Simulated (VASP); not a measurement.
# C (Fd-3m) in VASP: a series of runs

Runs on C. Level: PBE+D3(BJ). Tasks: single point, relaxation of cell and atoms.

Everything below comes from runs of VASP 6.6.1. Logs are shortened: lines on timing, memory, paths and dates and some standing lists are left out, and cuts for length are marked.

### Step 1. The cell of the first run

The structure is cubic, space group Fd-3m (No. 227). The conventional cell has a = 3.560 Å, b = 3.560 Å, c = 3.560 Å, α = 90.00°, β = 90.00°, γ = 90.00°. C (site symmetry -43m) has 4 C at 1.54 Å within 2.1 Å.

### Step 2. Single point, PBE+D3(BJ)

Input file INCAR:

```
SYSTEM = C
  ALGO = Normal
  EDIFF = 1E-6
  ENCUT = 600
  GGA = PE
  GGA_COMPAT = .False.
  ISIF = 2
  ISMEAR = 0
  IVDW = 12
  LASPH = .True.
  LCHARG = .False.
  LREAL = .False.
  LWAVE = .False.
  NBANDS = 11
  NELM = 120
  PREC = Accurate
  SIGMA = 0.1
```

Input file KPOINTS:

```
k-points
0
Gamma
  8 8 8
  0 0 0
```

Input file POSCAR:

```
C
1.0
    0.0000000000      1.7800000000      1.7800000000
    1.7800000000      0.0000000000      1.7800000000
    1.7800000000      1.7800000000      0.0000000000
C
2
Direct
    0.0000000000      0.0000000000      0.0000000000
    0.2500000000      0.2500000000      0.2500000000
```

Potentials or basis: VASP PAW PBE potentials, release 64 (C).

Started as:

```
> cat potpaw_PBE.64/C/POTCAR > POTCAR
> mpirun -np 1 vasp_std > vasp.out
```

OUTCAR:

```text
SYSTEM = C
   EDIFF = 1E-6
   ENCUT = 600
   GGA = PE
   ISIF = 2
   ISMEAR = 0
   IVDW = 12
   LASPH = .True.
   LREAL = .False.
   NELM = 120
   PREC = Accurate
 IVDW          = 12

 ion  position               nearest neighbor table
   1  0.000  0.000  0.000-   2 1.54   2 1.54   2 1.54   2 1.54
   2  0.250  0.250  0.250-   1 1.54   1 1.54   1 1.54   1 1.54

  LATTYP: Found a face centered cubic cell.
 ALAT       =     3.5600000000

  Lattice vectors:

 A1 = (   0.0000000000,   1.7800000000,   1.7800000000)
 A2 = (   1.7800000000,   0.0000000000,   1.7800000000)
 A3 = (   1.7800000000,   1.7800000000,   0.0000000000)

Analysis of symmetry for initial positions (statically):
=====================================================================
 Subroutine PRICEL returns:
 Original cell was already a primitive cell.

 Routine SETGRP: Setting up the symmetry group for a
 face centered cubic supercell.

 Subroutine GETGRP returns: Found 48 space group operations
 (whereof 24 operations were pure point group operations)
 out of a pool of 48 trial point group operations.

The static configuration has the point symmetry T_d .
 The point group associated with its full space group is O_h .

Analysis of symmetry for dynamics (positions and initial velocities):
=====================================================================
 Subroutine PRICEL returns:
 Original cell was already a primitive cell.

 Routine SETGRP: Setting up the symmetry group for a
 face centered cubic supercell.

 Subroutine GETGRP returns: Found 48 space group operations
 (whereof 24 operations were pure point group operations)
 out of a pool of 48 trial point group operations.

The dynamic configuration has the point symmetry T_d .
 The point group associated with its full space group is O_h .

 Subroutine INISYM returns: Found 48 space group operations
 (whereof 24 operations are pure point group operations),
 and found     1 'primitive' translations

----------------------------------------------------------------------------------------

                                     Primitive cell

  volume of cell :      11.2795

  direct lattice vectors                    reciprocal lattice vectors
     0.000000000  1.780000000  1.780000000    -0.280898876  0.280898876  0.280898876
     1.780000000  0.000000000  1.780000000     0.280898876 -0.280898876  0.280898876
     1.780000000  1.780000000  0.000000000     0.280898876  0.280898876 -0.280898876

  length of vectors
     2.517300141  2.517300141  2.517300141     0.486531126  0.486531126  0.486531126

  position of ions in fractional coordinates (direct lattice)
     0.000000000  0.000000000  0.000000000
     0.250000000  0.250000000  0.250000000

  ion indices of the primitive-cell ions
   primitive index   ion index
                 1           1
                 2           2

----------------------------------------------------------------------------------------

 KPOINTS: k-points

Automatic generation of k-mesh.
 Grid dimensions read from file:
 generate k-points for:    8    8    8

 Generating k-lattice:

  Cartesian coordinates                     Fractional coordinates (reciprocal lattice)
    -0.035112360  0.035112360  0.035112360     0.125000000  0.000000000  0.000000000
     0.035112360 -0.035112360  0.035112360     0.000000000  0.125000000  0.000000000
     0.035112360  0.035112360 -0.035112360     0.000000000  0.000000000  0.125000000

  Length of vectors
     0.060816391  0.060816391  0.060816391

  Shift w.r.t. Gamma in fractional coordinates (k-lattice)
     0.000000000  0.000000000  0.000000000

 Subroutine IBZKPT returns following result:
 ===========================================

 Found     29 irreducible k-points:

 Following reciprocal coordinates:
            Coordinates               Weight
  0.000000  0.000000  0.000000      1.000000
  0.125000  0.000000  0.000000      8.000000
  0.250000  0.000000  0.000000      8.000000
  0.375000  0.000000  0.000000      8.000000
  0.500000  0.000000  0.000000      4.000000
  0.125000  0.125000  0.000000      6.000000
[... 16 lines left out ...]
  0.500000  0.250000  0.125000     48.000000
 -0.375000  0.250000  0.125000     24.000000
 [... further k-points ...]
   k-points           NKPTS =     29   k-points in BZ     NKDIM =     29   number of bands    NBANDS=     11
   number of dos      NEDOS =    301   number of ions     NIONS =      2
   total plane-waves  NPLWV =   8000
   dimension x,y,z NGX =    20 NGY =   20 NGZ =   20
   dimension x,y,z NGXF=    40 NGYF=   40 NGZF=   40
   ions per type =               2
   NGX,Y,Z   is equivalent  to a cutoff of  13.21, 13.21, 13.21 a.u.
   NGXF,Y,Z  is equivalent  to a cutoff of  26.42, 26.42, 26.42 a.u.
 SYSTEM =  C
   PREC   = accura    normal or accurate (medium, high low for compatibility)
   ISTART =      0    job   : 0-new  1-cont  2-samecut
   ICHARG =      2    charge: 1-file 2-atom 10-const
   ISPIN  =      1    spin polarized calculation?
   LNONCOLLINEAR =      F non collinear calculations
   LSORBIT =      F    spin-orbit coupling
   LASPH  =      T    aspherical Exc in radial PAW
   ENCUT  =  600.0 eV  44.10 Ry    6.64 a.u.   5.03  5.03  5.03*2*pi/ulx,y,z
   NELM   =    120;   NELMIN=  2; NELMDL= -5     # of ELM steps
   EDIFF  = 0.1E-05   stopping-criterion for ELM
   LREAL  =      F    real-space projection
   EDIFFG = 0.1E-04   stopping-criterion for IOM
   NSW    =      0    number of steps for IOM
   IBRION =     -1    ionic relax: 0-MD 1-quasi-New 2-CG
   NFREE  =      0    steps in history (QN), initial steepest desc. (CG)
   ISIF   =      2    stress and relaxation
   ISYM   =      2    0-nonsym 1-usesym 2-fastsym
   POTIM  = 0.5000    time-step for ionic-motion
   TEBEG  =    0.0;   TEEND  =   0.0 temperature during run
   PSTRESS=    0.0 pullay stress
   NELECT =       8.0000    total number of electrons
   NUPDOWN=      -1.0000    fix difference up-down
   EMIN   =  10.00;   EMAX   =-10.00  energy-range for DOS
   EFERMI =   0.00;   METHOD = LEGACY
   ISMEAR =     0;   SIGMA  =   0.10  broadening in eV -4-tet -1-fermi 0-gaus
   EFERMI_NEDOS =   21; number of points for ismear=-14 and -15
   IALGO  =     38    algorithm
   IMIX   =      4    mixing-type and parameters
     AMIX     =   0.40;   BMIX     =  1.00
     AMIX_MAG =   1.60;   BMIX_MAG =  1.00
  volume/ion in A,a.u.               =       5.64        38.06
  Fermi-wavevector in a.u.,A,eV,Ry     =   1.459962  2.758928 29.000661  2.131488
  Thomas-Fermi vector in A             =   2.576467
   LORBIT       =      0    0 simple, 1 ext, 2 COOP (PROOUT), +10 PAW based schemes
   GGA     = PE    functional components
   LHFCALC =     F    Hartree Fock is set to
   AEXX    =    0.0000 exact exchange contribution
   IVDW    =    12    specifies the selected vdW correction
   LEPSILON=     F    determine dielectric tensor
   LRPA    =     F    only Hartree local field effects (RPA)
 non-spin polarized calculation
 Gauss-broadening in eV      SIGMA  =   0.10
  energy-cutoff  :      600.00
  volume of cell :       11.28
 maximum number of plane-waves:       388
   NGX =  9   NGY =  9   NGZ =  9

 number of electron       7.9999999 magnetization

 Free energy of the ion-electron system (eV)
  ---------------------------------------------------
  ext. energy  EPLUGINS =         0.00000000
  ---------------------------------------------------
  free energy    TOTEN  =       -18.18770729 eV

  energy without entropy =      -18.18770729  energy(sigma->0) =      -18.18770729

 E-fermi :  10.2268     XC(G=0): -13.2791

 val. band max:        9.8111802151   @ k =   0.0000   0.0000   0.0000
 cond. band min:      13.9563005134   @ k =   0.3750   0.3750   0.0000
 fundamental gap:      4.1451202984
 Fermi energy:        10.2268382982

 k-point     1 :       0.0000    0.0000    0.0000
  band No.  band energies     occupation
      1     -11.7419      2.00000
      2       9.8112      2.00000
      3       9.8112      2.00000
      4       9.8112      2.00000
      5      15.4170      0.00000
      6      15.4170      0.00000
      7      15.4170      0.00000
      8      23.2728      0.00000
      9      29.1788      0.00000
     10      36.4094      0.00000
     11      36.4094      0.00000

 k-point     2 :       0.1250    0.0000    0.0000
  band No.  band energies     occupation
      1     -11.3082      2.00000
      2       7.3857      2.00000
      3       9.1548      2.00000
      4       9.1548      2.00000
      5      16.2803      0.00000
      6      16.2803      0.00000
      7      16.7157      0.00000
      8      23.6302      0.00000
      9      29.8296      0.00000
     10      33.3396      0.00000
     11      33.3396      0.00000

 k-point     3 :       0.2500    0.0000    0.0000
  band No.  band energies     occupation
      1     -10.0201      2.00000
      2       3.1927      2.00000
      3       8.0558      2.00000
      4       8.0558      2.00000
      5      17.6266      0.00000
      6      17.6266      0.00000
      7      18.0091      0.00000
      8      24.5396      0.00000
      9      30.5977      0.00000
     10      32.2547      0.00000
     11      32.2547      0.00000
[... 267 lines left out ...]
 k-point    23 :       0.5000    0.2500    0.1250
  band No.  band energies     occupation
      1      -6.8556      2.00000
      2      -0.0725      2.00000
      3       3.5048      2.00000
      4       5.7080      2.00000
      5      17.8044      0.00000
      6      19.4867      0.00000
      7      22.2762      0.00000
      8      23.2131      0.00000
      9      30.0601      0.00000
     10      32.2147      0.00000
     11      36.0432      0.00000

 k-point    24 :      -0.3750    0.2500    0.1250
  band No.  band energies     occupation
      1      -4.9201      2.00000
      2      -2.6081      2.00000
      3       3.4723      2.00000
      4       5.0966      2.00000
      5      18.1292      0.00000
      6      19.3086      0.00000
      7      22.9393      0.00000
      8      24.7453      0.00000
      9      28.1859      0.00000
     10      33.8249      0.00000
     11      36.2250      0.00000

 [... further k-points ...]

------------------------ aborting loop because EDIFF is reached ----------------------------------------

 Edisp (eV)   -0.38477

 E8    (eV) :    -0.1108

  FORCE on cell =-STRESS in cart. coord.  units (eV):
  Direction    XX          YY          ZZ          XY          YZ          ZX
  --------------------------------------------------------------------------------------
  -------------------------------------------------------------------------------------
  Total      -0.07918    -0.07918    -0.07918     0.00000     0.00000    -0.00000
  in kB     -11.24738   -11.24738   -11.24738     0.00000     0.00000    -0.00000
  external pressure =      -11.25 kB  Pullay stress =        0.00 kB

 VOLUME and BASIS-vectors are now :
 -----------------------------------------------------------------------------
  energy-cutoff  :      600.00
  volume of cell :       11.28
      direct lattice vectors                 reciprocal lattice vectors
     0.000000000  1.780000000  1.780000000    -0.280898876  0.280898876  0.280898876
     1.780000000  0.000000000  1.780000000     0.280898876 -0.280898876  0.280898876
     1.780000000  1.780000000  0.000000000     0.280898876  0.280898876 -0.280898876

 POSITION                                       TOTAL-FORCE (eV/Angst)
 -----------------------------------------------------------------------------------
      0.00000      0.00000      0.00000         0.000000      0.000000      0.000000
      0.89000      0.89000      0.89000        -0.000000     -0.000000     -0.000000
 -----------------------------------------------------------------------------------
    total drift:                                0.000000      0.000000      0.000000

  FREE ENERGIE OF THE ION-ELECTRON SYSTEM (eV)
  ---------------------------------------------------
  free  energy   TOTEN  =       -18.5724770006 eV

  energy  without entropy=      -18.5724770006  energy(sigma->0) =      -18.57247700
```

It took 3.8 s on 1 thread of Intel Xeon Platinum 8488C (Sapphire Rapids), shared host; peak memory 0.13 GiB.

Results:

```yaml
Free_energy: -18.5725 eV
Pressure: -1.1 GPa
Band_gap_on_the_k_mesh: 4.15 eV, indirect (least direct gap 5.61 eV)
Dispersion_energy_per_atom: -0.192 eV
```

A k mesh can miss the band edges.

### Step 3. Single point, PBE+D3(BJ)

This run uses another cell than the first one, of 5.63 Å³/atom, 0.997 times its volume.

Input file INCAR:

```
SYSTEM = C
PREC = Accurate
ENCUT = 600
EDIFF = 1E-6
ISMEAR = 0
SIGMA = 0.02
LREAL = .FALSE.
LASPH = .TRUE.
NELM = 120
ALGO = Normal
ISIF = 2
LWAVE = .FALSE.
LCHARG = .FALSE.
GGA = PE
IVDW = 12
NBANDS = 11
GGA_COMPAT = .FALSE.
```

Input file KPOINTS:

```
regular mesh
0
G
  12 12 12
  0 0 0
```

Input file POSCAR:

```
C
1.0
    0.0000000000      1.7784858855      1.7784858855
    1.7784858855      0.0000000000      1.7784858855
    1.7784858855      1.7784858855      0.0000000000
C
2
Direct
    0.0000000000      0.0000000000      0.0000000000
    0.2500000000      0.2500000000      0.2500000000
```

Potentials or basis: VASP PAW PBE potentials, release 64 (C).

Started as:

```
> cat potpaw_PBE.64/C/POTCAR > POTCAR
> mpirun -np 1 vasp_std > vasp.out
```

OUTCAR:

```text
SYSTEM = C
   PREC = Accurate
   ENCUT = 600
   EDIFF = 1E-6
   ISMEAR = 0
   LREAL = .FALSE.
   LASPH = .TRUE.
   NELM = 120
   ISIF = 2
   GGA = PE
   IVDW = 12
 IVDW          = 12

 ion  position               nearest neighbor table
   1  0.000  0.000  0.000-   2 1.54   2 1.54   2 1.54   2 1.54
   2  0.250  0.250  0.250-   1 1.54   1 1.54   1 1.54   1 1.54

  LATTYP: Found a face centered cubic cell.
 ALAT       =     3.5569717710

  Lattice vectors:

 A1 = (   0.0000000000,   1.7784858855,   1.7784858855)
 A2 = (   1.7784858855,   0.0000000000,   1.7784858855)
 A3 = (   1.7784858855,   1.7784858855,   0.0000000000)

Analysis of symmetry for initial positions (statically):
=====================================================================
 Subroutine PRICEL returns:
 Original cell was already a primitive cell.

 Routine SETGRP: Setting up the symmetry group for a
 face centered cubic supercell.

 Subroutine GETGRP returns: Found 48 space group operations
 (whereof 24 operations were pure point group operations)
[... 174 lines left out ...]
  band No.  band energies     occupation
      1     -11.7395      2.00000
      2       9.8479      2.00000
      3       9.8479      2.00000
      4       9.8479      2.00000
      5      15.4608      0.00000
      6      15.4608      0.00000
      7      15.4608      0.00000
      8      23.3683      0.00000
      9      29.2485      0.00000
     10      36.4746      0.00000
     11      36.4746      0.00000
[... 309 lines left out ...]
 k-point    24 :      -0.4167    0.1667    0.0000
  band No.  band energies     occupation
      1      -5.5110      2.00000
      2      -2.7622      2.00000
      3       4.3393      2.00000
      4       6.2317      2.00000
      5      17.4193      0.00000
      6      20.1310      0.00000
      7      21.1591      0.00000
      8      25.3852      0.00000
      9      29.3868      0.00000
     10      34.1259      0.00000
     11      34.5696      0.00000

 [... further k-points ...]

------------------------ aborting loop because EDIFF is reached ----------------------------------------

 Edisp (eV)   -0.38575

 E8    (eV) :    -0.1110

  FORCE on cell =-STRESS in cart. coord.  units (eV):
  Direction    XX          YY          ZZ          XY          YZ          ZX
  --------------------------------------------------------------------------------------
  -------------------------------------------------------------------------------------
  Total      -0.00036    -0.00036    -0.00036     0.00000    -0.00000    -0.00000
  in kB      -0.05163    -0.05163    -0.05163     0.00000    -0.00000    -0.00000
  external pressure =       -0.05 kB  Pullay stress =        0.00 kB

 VOLUME and BASIS-vectors are now :
 -----------------------------------------------------------------------------
  energy-cutoff  :      600.00
  volume of cell :       11.25
      direct lattice vectors                 reciprocal lattice vectors
     0.000000000  1.778485886  1.778485886    -0.281138020  0.281138020  0.281138020
     1.778485886  0.000000000  1.778485886     0.281138020 -0.281138020  0.281138020
     1.778485886  1.778485886  0.000000000     0.281138020  0.281138020 -0.281138020

 POSITION                                       TOTAL-FORCE (eV/Angst)
 -----------------------------------------------------------------------------------
      0.00000      0.00000      0.00000        -0.000000     -0.000000     -0.000000
      0.88924      0.88924      0.88924         0.000000      0.000000      0.000000
 -----------------------------------------------------------------------------------
    total drift:                                0.000000      0.000000      0.000000

  FREE ENERGIE OF THE ION-ELECTRON SYSTEM (eV)
  ---------------------------------------------------
  free  energy   TOTEN  =       -18.5733194274 eV

  energy  without entropy=      -18.5733194274  energy(sigma->0) =      -18.57331943
```

Run time: 8.2 s. Hardware: 1 thread of Intel Xeon Platinum 8488C (Sapphire Rapids), shared host; peak memory 0.13 GiB.

Results:

| Item | Value |
| --- | --- |
| Free energy | -18.5733 eV |
| Pressure | 0.0 GPa |
| Band gap on the k mesh | 4.17 eV, indirect (least direct gap 5.61 eV) |
| Dispersion energy per atom | -0.193 eV |

### Step 4. Relaxation of cell and atoms, PBE+D3(BJ)

Input file INCAR:

```
PREC = Accurate
ENCUT = 600
EDIFF = 1E-7
ISMEAR = 0
SIGMA = 0.02
LREAL = F
LASPH = T
NELM = 120
ALGO = Normal
ISIF = 3
LWAVE = F
LCHARG = F
GGA = PE
IVDW = 12
IBRION = 2
NSW = 100
EDIFFG = -0.002
GGA_COMPAT = F
NELMIN = 4
```

Input file KPOINTS:

```
Automatic mesh
0
Gamma
  12 12 12
```

Input file POSCAR:

```
C
1.0
    0.0000000000      1.7800000000      1.7800000000
    1.7800000000      0.0000000000      1.7800000000
    1.7800000000      1.7800000000      0.0000000000
C
2
Direct
    0.0000000000      0.0000000000      0.0000000000
    0.2500000000      0.2500000000      0.2500000000
```

Started as:

```
> cat potpaw_PBE.64/C/POTCAR > POTCAR
> mpirun -np 1 vasp_std > vasp.out
```

It took 14 s on 1 thread of Intel Xeon Platinum 8488C (Sapphire Rapids), shared host; peak memory 0.13 GiB.

It converged, with:

```yaml
Free_energy: -18.5734 eV
Relaxed_volume: 5.63 Å³/atom
Relaxed_cell: a = 2.515 Å, b = 2.515 Å, c = 2.515 Å, α = 60.00°, β = 60.00°, γ = 60.00°
Space_group_after_relaxing_to_0.05_Å: Fd-3m (No. 227)
Energy_gained_by_relaxing: 0.1 meV/atom
Ionic_steps: 3
Pressure_after_relaxing: 0.0 GPa
Band_gap_on_the_k_mesh: 4.17 eV, indirect (least direct gap 5.61 eV)
Dispersion_energy_per_atom: -0.193 eV
```

The path:
```
step  energy change (eV)  largest force (eV/Å)  pressure (GPa)  volume (Å³)
   1              0.0000                0.0000           -1.13        11.28
   2              0.0001                0.0000            1.42        11.21
   3             -0.0001                0.0000            0.01        11.25
```

Final structure:
```
C
1.0
     0.00000    1.77846    1.77846
     1.77846    0.00000    1.77846
     1.77846    1.77846    0.00000
C
2
Direct
  0.00000 0.00000 0.00000
  0.25000 0.25000 0.25000
```

Levels at points of the mesh, in eV from the valence-band top:
```
           k point  band 1  band 2  band 3  band 4  band 5  band 6  band 7  band 8
(0.00, 0.00, 0.00)  -21.59    0.00    0.00    0.00    5.61    5.61    5.61   13.52
(0.50, 0.00, 0.00)  -15.77  -13.47   -2.82   -2.82    8.49    8.49    8.96   15.77
(0.50, 0.50, 0.00)  -12.82  -12.82   -6.35   -6.35    4.78    4.78   16.93   16.93
```

### Step 5. The runs side by side

```csv
task,cell,k mesh,smearing,gap on the mesh (eV),pressure (GPa)
single point,"a = 2.517 Å, angles 60.0°, 2 atoms",8 × 8 × 8,gaussian 0.1 eV,4.15,-1.1
single point,"a = 2.515 Å, angles 60.0°, 2 atoms",12 × 12 × 12,gaussian 0.02 eV,4.17,0.0
relaxation of cell and atoms,"relaxed from a = 2.517 Å, angles 60.0°, 2 atoms",12 × 12 × 12,gaussian 0.02 eV,4.17,0.0
```

Alike in all rows: level PBE+D3(BJ); potentials or basis VASP PAW PBE potentials, release 64 (C); no spin polarisation; cutoff (eV) 600.

Absolute energies hang on the potentials; compare differences alone.
